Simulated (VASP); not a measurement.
Input of a VASP 6.6.1 run:

File INCAR:

```
ALGO = Normal
EDIFF = 1E-6
ENCUT = 520
GGA = PS
ISIF = 2
ISMEAR = 0
ISPIN = 2
ISYM = 0
LASPH = T
LCHARG = T
LELF = T
LMAXMIX = 4
LORBIT = 11
LREAL = F
LVHAR = T
LWAVE = F
MAGMOM = 4.22 4.22 0.25 0.25
NBANDS = 31
NELM = 150
PREC = Accurate
SIGMA = 0.1
```

File KPOINTS:

```
k-points
0
Gamma
  3 1 3
```

The input POSCAR:

```
MnO
1.0
    3.3717009293      0.0000000000      0.0000000000
   -1.6858504646      2.9199786587      0.0000000000
    0.0000000000      0.0000000000      5.3855000000
Mn O
2 2
Direct
    0.3333333333      0.6666666667      0.0109600000
    0.6666666667      0.3333333333      0.5109600000
    0.3333333333      0.6666666667      0.3754700000
    0.6666666667      0.3333333333      0.8754700000
```

Potentials or basis: VASP PAW PBE potentials, release 64 (Mn_pv, O).

Command:

```sh
$ cat potpaw_PBE.64/Mn_pv/POTCAR potpaw_PBE.64/O/POTCAR > POTCAR
$ mpirun -np 1 vasp_std > vasp.out
```

Task: Predict the net moment.

Result: 9.57 μB per cell.

Task: What does it give for the site moments?

Result: Mn +4.21; O +0.23 μB.

Task: Predict the largest force.

Result: 0.302 eV/Å.

Stress tensor (GPa, compression positive):
```
-1.39 -0.89  0.00
-0.89 -0.36  0.00
 0.00  0.00  2.62
```

Caveat: the k points lie up to 2.15 Å⁻¹ apart; the PAW data sets were made with another functional, which shifts forces and pressure a little; only a ferromagnetic start was run, and an antiferromagnetic order may lie lower in energy.
